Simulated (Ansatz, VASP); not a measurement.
# Two plane-wave programs on CdSnO2

```
Cd Sn O
1.0
     1.74752    1.00893    5.76767
    -1.74752    1.00893    5.76767
     0.00000   -2.01786    5.76767
Cd Sn O
1 1 2
Direct
  0.50000 0.50000 0.50000
  0.00000 0.00000 0.00000
  0.75677 0.75677 0.75677
  0.24323 0.24323 0.24323
```

Change from the starting cell: species swapped into the LiGdSe2 type (R-3m, No. 166).

Alike in both runs: functional PBE; k mesh 4 × 4 × 4; occupations gaussian, width 0.15 eV; no spin polarisation.

Ansatz relaxed the structure, and its values are those at the end. VASP's run is a single point on that final structure, the one shown.

```csv
,VASP,Ansatz
version,VASP 6.6.1,Ansatz 0.2.0
potentials or method,"VASP PAW PBE potentials, release 64 (Cd, Sn_d, O), cutoff 600 eV","scalar-relativistic, plane waves, PAW"
valence electrons in the cell,38,46
```

```csv
,VASP,Ansatz,Ansatz less VASP
gap on the k mesh at the Fermi level (eV),none,none,-
pressure (GPa),-0.1,-0.4,-0.31
rms of the force components (eV/Å),0.021,0.003,-0.0180
```

A gap of «none» marks a metal or a gap that the smearing closes. VASP's potentials hold 38 valence electrons a cell and Ansatz's 46, so a difference there can come from the potentials and not from the codes.

The k mesh is coarse, so the values compare programs but aren't converged.
